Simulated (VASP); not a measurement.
# CaO (P6_3/mmc) in VASP: notebook

Aim: see how the results for CaO move with the level of theory and the settings. Levels: PBE, LDA. Tasks: single point.

Program: VASP 6.6.1. These are calculated values, not measurements. Logs are shortened: lines on timing, memory, paths and dates and some standing lists are left out, and cuts for length are marked.

**1. The cell of the first run**

Symmetry: P6_3/mmc, No. 194, hexagonal system. The conventional cell has a = 3.981 Å, b = 3.981 Å, c = 4.770 Å, α = 90.00°, β = 90.00°, γ = 120.00°. Within 3.0 Å of Ca (site symmetry -6m2) lie 5 O at 2.30 to 2.39 Å. O (site symmetry -6m2) has 5 Ca at 2.30 to 2.39 Å within 3.0 Å.

**2. Single point, PBE**

Contents of INCAR:

```
SYSTEM = CaO
PREC     = Accurate       ! precision mode
ENCUT    = 520            ! plane-wave cutoff, eV
EDIFF    = 1E-6           ! SCF threshold, eV
ISMEAR   = 0              ! smearing method
SIGMA    = 0.01           ! smearing width, eV
LREAL    = .FALSE.        ! projectors in reciprocal space
LASPH    = .TRUE.         ! aspherical terms in the spheres
NELM     = 60             ! most SCF steps
ALGO     = Normal         ! electronic algorithm
ISIF     = 2              ! what is computed and relaxed
LWAVE    = .FALSE.        ! write WAVECAR
LCHARG   = .FALSE.        ! write CHGCAR
GGA      = PE             ! functional
NBANDS   = 24             ! bands
```

Contents of KPOINTS:

```
Automatic mesh
0
G
  6 6 4
  0 0 0
```

Contents of POSCAR:

```
CaO
1.0
    3.9810268624      0.0000000000      0.0000000000
   -1.9905134312      3.4476703960      0.0000000000
    0.0000000000      0.0000000000      4.7701156015
Ca O
2 2
Direct
    0.3333333333      0.6666666667      0.2500000000
    0.6666666667      0.3333333333      0.7500000000
    0.6666666667      0.3333333333      0.2500000000
    0.3333333333      0.6666666667      0.7500000000
```

Potentials or basis: VASP PAW PBE potentials, release 64 (Ca_sv, O).

On the command line:

```
$ cat potpaw_PBE.64/Ca_sv/POTCAR potpaw_PBE.64/O/POTCAR > POTCAR
$ mpirun -np 1 vasp_std > vasp.out
```

OUTCAR:

```text
SYSTEM = CaO
   PREC = Accurate
   ENCUT = 520
   EDIFF = 1E-6
   ISMEAR = 0
   LREAL = .FALSE.
   LASPH = .TRUE.
   NELM = 60
   ISIF = 2
   GGA = PE

 ion  position               nearest neighbor table
   1  0.333  0.667  0.250-   3 2.30   3 2.30   3 2.30   4 2.39   4 2.39
   2  0.667  0.333  0.750-   4 2.30   4 2.30   4 2.30   3 2.39   3 2.39
   3  0.667  0.333  0.250-   1 2.30   1 2.30   1 2.30   2 2.39   2 2.39
   4  0.333  0.667  0.750-   2 2.30   2 2.30   2 2.30   1 2.39   1 2.39

  LATTYP: Found a hexagonal cell.
 ALAT       =     3.9810268624
 C/A-ratio  =     1.1982123624

  Lattice vectors:

 A1 = (   3.9810268624,   0.0000000000,   0.0000000000)
 A2 = (  -1.9905134312,   3.4476703960,   0.0000000000)
 A3 = (   0.0000000000,   0.0000000000,   4.7701156015)

Analysis of symmetry for initial positions (statically):
=====================================================================
 Subroutine PRICEL returns:
 Original cell was already a primitive cell.

 Routine SETGRP: Setting up the symmetry group for a
 hexagonal supercell.

 Subroutine GETGRP returns: Found 24 space group operations
 (whereof 12 operations were pure point group operations)
 out of a pool of 24 trial point group operations.

The static configuration has the point symmetry D_3d.
 The point group associated with its full space group is D_6h.

Analysis of symmetry for dynamics (positions and initial velocities):
=====================================================================
 Subroutine PRICEL returns:
 Original cell was already a primitive cell.

 Routine SETGRP: Setting up the symmetry group for a
 hexagonal supercell.

 Subroutine GETGRP returns: Found 24 space group operations
 (whereof 12 operations were pure point group operations)
 out of a pool of 24 trial point group operations.

The dynamic configuration has the point symmetry D_3d.
 The point group associated with its full space group is D_6h.

 Subroutine INISYM returns: Found 24 space group operations
 (whereof 12 operations are pure point group operations),
 and found     1 'primitive' translations

----------------------------------------------------------------------------------------

                                     Primitive cell

  volume of cell :      65.4711

  direct lattice vectors                    reciprocal lattice vectors
     3.981026862  0.000000000  0.000000000     0.251191473  0.145025464  0.000000000
    -1.990513431  3.447670396  0.000000000     0.000000000  0.290050929  0.000000000
     0.000000000  0.000000000  4.770115601     0.000000000  0.000000000  0.209638525

  length of vectors
     3.981026862  3.981026862  4.770115601     0.290050929  0.290050929  0.209638525

  position of ions in fractional coordinates (direct lattice)
     0.333333333  0.666666667  0.250000000
     0.666666667  0.333333333  0.750000000
     0.666666667  0.333333333  0.250000000
     0.333333333  0.666666667  0.750000000

  ion indices of the primitive-cell ions
   primitive index   ion index
                 1           1
                 2           2
                 3           3
                 4           4

----------------------------------------------------------------------------------------

 KPOINTS: Automatic mesh

Automatic generation of k-mesh.
 Grid dimensions read from file:
 generate k-points for:    6    6    4

 Generating k-lattice:

  Cartesian coordinates                     Fractional coordinates (reciprocal lattice)
     0.041865245  0.024170911  0.000000000     0.166666667 -0.000000000  0.000000000
     0.000000000  0.048341821  0.000000000     0.000000000  0.166666667  0.000000000
     0.000000000  0.000000000  0.052409631     0.000000000  0.000000000  0.250000000

  Length of vectors
     0.048341821  0.048341821  0.052409631

  Shift w.r.t. Gamma in fractional coordinates (k-lattice)
     0.000000000  0.000000000  0.000000000

 Subroutine IBZKPT returns following result:
 ===========================================

 Found     21 irreducible k-points:

 Following reciprocal coordinates:
            Coordinates               Weight
  0.000000  0.000000  0.000000      1.000000
  0.166667  0.000000  0.000000      6.000000
  0.333333  0.000000  0.000000      6.000000
  0.500000  0.000000  0.000000      3.000000
  0.166667  0.166667  0.000000      6.000000
  0.333333  0.166667  0.000000     12.000000
[... 13 lines left out ...]
  0.333333  0.166667  0.500000     12.000000
  0.333333  0.333333  0.500000      2.000000
   k-points           NKPTS =     21   k-points in BZ     NKDIM =     21   number of bands    NBANDS=     24
   number of dos      NEDOS =    301   number of ions     NIONS =      4
   total plane-waves  NPLWV =  32400
   dimension x,y,z NGX =    30 NGY =   30 NGZ =   36
   dimension x,y,z NGXF=    60 NGYF=   60 NGZF=   72
   ions per type =               2   2
   NGX,Y,Z   is equivalent  to a cutoff of  12.53, 12.53, 12.55 a.u.
   NGXF,Y,Z  is equivalent  to a cutoff of  25.06, 25.06, 25.09 a.u.
 SYSTEM =  CaO
   PREC   = accura    normal or accurate (medium, high low for compatibility)
   ISTART =      0    job   : 0-new  1-cont  2-samecut
   ICHARG =      2    charge: 1-file 2-atom 10-const
   ISPIN  =      1    spin polarized calculation?
   LNONCOLLINEAR =      F non collinear calculations
   LSORBIT =      F    spin-orbit coupling
   LASPH  =      T    aspherical Exc in radial PAW
   ENCUT  =  520.0 eV  38.22 Ry    6.18 a.u.   7.40  7.40  8.87*2*pi/ulx,y,z
   NELM   =     60;   NELMIN=  2; NELMDL= -5     # of ELM steps
   EDIFF  = 0.1E-05   stopping-criterion for ELM
   LREAL  =      F    real-space projection
[... 7 lines left out ...]
   TEBEG  =    0.0;   TEEND  =   0.0 temperature during run
   PSTRESS=    0.0 pullay stress
   NELECT =      32.0000    total number of electrons
   NUPDOWN=      -1.0000    fix difference up-down
   EMIN   =  10.00;   EMAX   =-10.00  energy-range for DOS
   EFERMI =   0.00;   METHOD = LEGACY
   ISMEAR =     0;   SIGMA  =   0.01  broadening in eV -4-tet -1-fermi 0-gaus
   EFERMI_NEDOS =   21; number of points for ismear=-14 and -15
   IALGO  =     38    algorithm
   IMIX   =      4    mixing-type and parameters
     AMIX     =   0.40;   BMIX     =  1.00
     AMIX_MAG =   1.60;   BMIX_MAG =  1.00
  volume/ion in A,a.u.               =      16.37       110.46
  Fermi-wavevector in a.u.,A,eV,Ry     =   1.289560  2.436915 22.626014  1.662965
  Thomas-Fermi vector in A             =   2.421445
   LORBIT       =      0    0 simple, 1 ext, 2 COOP (PROOUT), +10 PAW based schemes
   GGA     = PE    functional components
   LHFCALC =     F    Hartree Fock is set to
   AEXX    =    0.0000 exact exchange contribution
   IVDW    =     0    specifies the selected vdW correction
   LEPSILON=     F    determine dielectric tensor
   LRPA    =     F    only Hartree local field effects (RPA)
 non-spin polarized calculation
 Gauss-broadening in eV      SIGMA  =   0.01
  energy-cutoff  :      520.00
  volume of cell :       65.47
 maximum number of plane-waves:      1811
 NGX is ok and might be reduce to    30
   NGX = 15   NGY = 15   NGZ = 17

 number of electron      31.9999988 magnetization

 Free energy of the ion-electron system (eV)
  ---------------------------------------------------
  ext. energy  EPLUGINS =         0.00000000
  ---------------------------------------------------
  free energy    TOTEN  =       -25.33785079 eV

  energy without entropy =      -25.33785079  energy(sigma->0) =      -25.33785079

 E-fermi :   1.4330     XC(G=0):  -9.4331

 val. band max:        1.3886306785   @ k =   0.0000   0.0000   0.0000
 cond. band min:       4.5783909767   @ k =   0.0000   0.0000   0.0000
 fundamental gap:      3.1897602981
 Fermi energy:         1.4329554454

 k-point     1 :       0.0000    0.0000    0.0000
  band No.  band energies     occupation
      1     -36.2316      2.00000
      2     -36.0960      2.00000
      3     -17.5801      2.00000
      4     -17.3317      2.00000
      5     -17.3317      2.00000
      6     -17.1302      2.00000
[... 16 lines left out ...]
     23       9.9070      0.00000
     24       9.9901      0.00000

 k-point     2 :       0.1667    0.0000    0.0000
  band No.  band energies     occupation
      1     -36.2203      2.00000
      2     -36.1006      2.00000
      3     -17.5424      2.00000
      4     -17.4473      2.00000
      5     -17.3549      2.00000
      6     -17.2706      2.00000
[... 16 lines left out ...]
     23       9.5394      0.00000
     24       9.7966      0.00000

 k-point     3 :       0.3333    0.0000    0.0000
  band No.  band energies     occupation
      1     -36.1929      2.00000
      2     -36.1146      2.00000
      3     -17.6590      2.00000
      4     -17.5106      2.00000
      5     -17.4468      2.00000
      6     -17.3974      2.00000
[... 16 lines left out ...]
     23       9.6396      0.00000
     24       9.8115      0.00000

 k-point     4 :       0.5000    0.0000    0.0000
  band No.  band energies     occupation
      1     -36.1729      2.00000
      2     -36.1279      2.00000
      3     -17.7574      2.00000
      4     -17.6153      2.00000
      5     -17.4173      2.00000
      6     -17.3716      2.00000
[... 16 lines left out ...]
     23       9.8836      0.00000
     24      10.0000      0.00000

 k-point     5 :       0.1667    0.1667    0.0000
  band No.  band energies     occupation
      1     -36.2007      2.00000
      2     -36.1102      2.00000
      3     -17.5858      2.00000
      4     -17.4796      2.00000
      5     -17.4747      2.00000
      6     -17.3792      2.00000
[... 370 lines left out ...]
 k-point    19 :       0.1667    0.1667    0.5000
  band No.  band energies     occupation
      1     -36.1544      2.00000
      2     -36.1544      2.00000
      3     -17.8638      2.00000
      4     -17.8638      2.00000
      5     -17.2680      2.00000
      6     -17.2680      2.00000
[... 16 lines left out ...]
     23       9.5940      0.00000
     24       9.5940      0.00000

 k-point    20 :       0.3333    0.1667    0.5000
  band No.  band energies     occupation
      1     -36.1492      2.00000
      2     -36.1492      2.00000
      3     -18.0093      2.00000
      4     -18.0093      2.00000
      5     -17.3000      2.00000
      6     -17.3000      2.00000
[... 16 lines left out ...]
     23       9.9575      0.00000
     24       9.9575      0.00000

 k-point    21 :       0.3333    0.3333    0.5000
  band No.  band energies     occupation
      1     -36.1475      2.00000
      2     -36.1475      2.00000
      3     -18.0429      2.00000
      4     -18.0429      2.00000
      5     -17.3311      2.00000
      6     -17.3311      2.00000
[... 16 lines left out ...]
     23       9.9594      0.00000
     24       9.9594      0.00000

------------------------ aborting loop because EDIFF is reached ----------------------------------------

  FORCE on cell =-STRESS in cart. coord.  units (eV):
  Direction    XX          YY          ZZ          XY          YZ          ZX
  --------------------------------------------------------------------------------------
  -------------------------------------------------------------------------------------
  Total        0.8582939      0.8582939      1.0714964      0.0000000      0.0000000      0.0000000
  in kB       21.0037500     21.0037500     26.2211377      0.0000000      0.0000000      0.0000000
  external PRESSURE =      22.7428792 kB  Pullay stress =       0.0000000 kB

 VOLUME and BASIS-vectors are now :
 -----------------------------------------------------------------------------
  energy-cutoff  :      520.00
  volume of cell :       65.47
      direct lattice vectors                 reciprocal lattice vectors
     3.981026862  0.000000000  0.000000000     0.251191473  0.145025464  0.000000000
    -1.990513431  3.447670396  0.000000000     0.000000000  0.290050929  0.000000000
     0.000000000  0.000000000  4.770115601     0.000000000  0.000000000  0.209638525

 POSITION                                       TOTAL-FORCE (eV/Angst)
 -----------------------------------------------------------------------------------
     -0.00000      2.29845      1.19253        -0.000000     -0.000000      0.000000
      1.99051      1.14922      3.57759        -0.000000      0.000000     -0.000000
      1.99051      1.14922      1.19253         0.000000      0.000000      0.000000
     -0.00000      2.29845      3.57759         0.000000     -0.000000     -0.000000
 -----------------------------------------------------------------------------------
    total drift:                               -0.000000      0.000000     -0.000000

  FREE ENERGIE OF THE ION-ELECTRON SYSTEM (eV)
  ---------------------------------------------------
  free  energy   TOTEN  =       -25.3378507867 eV

  energy  without entropy=      -25.3378507867  energy(sigma->0) =      -25.33785079
```

Run time: 50 s. Hardware: 1 thread of Intel Xeon 8259CL, shared host; peak memory 0.16 GiB.

Results:

```
Free energy            : -25.3379 eV
Pressure               : 2.3 GPa
Band gap on the k mesh : 3.19 eV
```

**3. Single point, LDA**

This run uses another cell than the first one, of 15.49 Å³/atom.

Contents of INCAR:

```
PREC     = Accurate       # precision mode
ENCUT    = 520            # plane-wave cutoff, eV
EDIFF    = 1E-6           # SCF threshold, eV
ISMEAR   = -1             # smearing method
SIGMA    = 0.02           # smearing width, eV
LREAL    = False          # projectors in reciprocal space
LASPH    = True           # aspherical terms in the spheres
NELM     = 60             # most SCF steps
ALGO     = Normal         # electronic algorithm
ISIF     = 2              # what is computed and relaxed
LWAVE    = False          # write WAVECAR
LCHARG   = False          # write CHGCAR
GGA      = CA             # functional
NBANDS   = 24             # bands
```

Contents of KPOINTS:

```
Automatic mesh
0
Gamma
  6 6 6
```

Contents of POSCAR:

```
CaO
1.0
    3.9088349509      0.0000000000      0.0000000000
   -1.9544174754      3.3851503666      0.0000000000
    0.0000000000      0.0000000000      4.6835503096
Ca O
2 2
Direct
    0.3333333333      0.6666666667      0.2500000000
    0.6666666667      0.3333333333      0.7500000000
    0.6666666667      0.3333333333      0.2500000000
    0.3333333333      0.6666666667      0.7500000000
```

Potentials or basis: VASP PAW LDA potentials, release 64 (Ca_sv, O).

On the command line:

```
$ cat potpaw_LDA.64/Ca_sv/POTCAR potpaw_LDA.64/O/POTCAR > POTCAR
$ mpirun -np 1 vasp_std > vasp.out
```

Wall time 78 s (1 thread of Intel Xeon 8259CL, shared host); peak memory 0.14 GiB.

Results (log left out):

- Free energy: -27.9950 eV
- Pressure: 0.8 GPa
- Band gap on the k mesh: 3.21 eV

Stress tensor (GPa, compression positive):
```
0.77 0.00 0.00
0.00 0.77 0.00
0.00 0.00 0.85
```

Levels at points of the mesh, in eV from the valence-band top:
```tsv
k point	band 13	band 14	band 15	band 16	band 17	band 18	band 19	band 20
(0.00, 0.00, 0.00)	-1.30	-1.30	-1.06	0.00	3.21	6.14	6.14	7.92
(0.50, 0.00, 0.00)	-0.86	-0.84	-0.64	-0.42	4.62	5.17	5.20	7.87
(0.00, 0.00, 0.50)	-1.44	-1.44	-1.44	-1.44	5.04	5.04	7.98	7.98
(0.50, 0.00, 0.50)	-1.19	-1.19	-0.80	-0.80	5.33	5.33	7.46	7.46
```
